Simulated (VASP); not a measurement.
Input of a VASP 6.6.1 run:

INCAR

```
PREC = Accurate ; ENCUT = 520
EDIFF = 1E-6 ; ISMEAR = 0
SIGMA = 0.1 ; LREAL = Auto
LASPH = T ; NELM = 100
ALGO = Normal ; ISIF = 2
LWAVE = F ; LCHARG = F
GGA = PS ; NBANDS = 78
```

KPOINTS

```
regular mesh
0
Gamma
  6 6 6
```

The input POSCAR:

```
TaN
1.0
    0.0000000000      0.0000000000      5.7414552852
   -5.8479780895      0.0000000000      0.0000000000
    2.9239890448     -5.0644975863      0.0000000000
Ta N
8 8
Direct
    0.2500000000      0.3333333333      0.1666666667
    0.7500000000      0.3333333333      0.1666666667
    0.2500000000      0.3333333333      0.6666666667
    0.7500000000      0.3333333333      0.6666666667
    0.2500000000      0.8333333333      0.1666666667
    0.7500000000      0.8333333333      0.1666666667
    0.2500000000      0.8333333333      0.6666666667
    0.7500000000      0.8333333333      0.6666666667
    0.0000000000      0.5000000000      0.0000000000
    0.5000000000      0.5000000000      0.0000000000
    0.0000000000      0.5000000000      0.5000000000
    0.5000000000      0.5000000000      0.5000000000
    0.0000000000      0.0000000000      0.0000000000
    0.5000000000      0.0000000000      0.0000000000
    0.0000000000      0.0000000000      0.5000000000
    0.5000000000      0.0000000000      0.5000000000
```

Potentials or basis: VASP PAW PBE potentials, release 64 (Ta_pv, N).

Run with:

```console
$ cat potpaw_PBE.64/Ta_pv/POTCAR potpaw_PBE.64/N/POTCAR > POTCAR
$ mpirun -np 1 vasp_std > vasp.out
```

Problem. Predict the pressure.

Solution. 0.8 GPa.

Problem. Predict the band gap on the k mesh.

Solution. Zero (bands 64 and 65 overlap by 0.32 eV).

Stress tensor (GPa, compression positive):
```
0.72 0.00 0.00
0.00 0.72 0.00
0.00 0.00 1.04
```

Caveat: the PAW data sets were made with another functional, which shifts forces and pressure a little; spin-orbit coupling is left out, which moves the levels of the heavy elements.
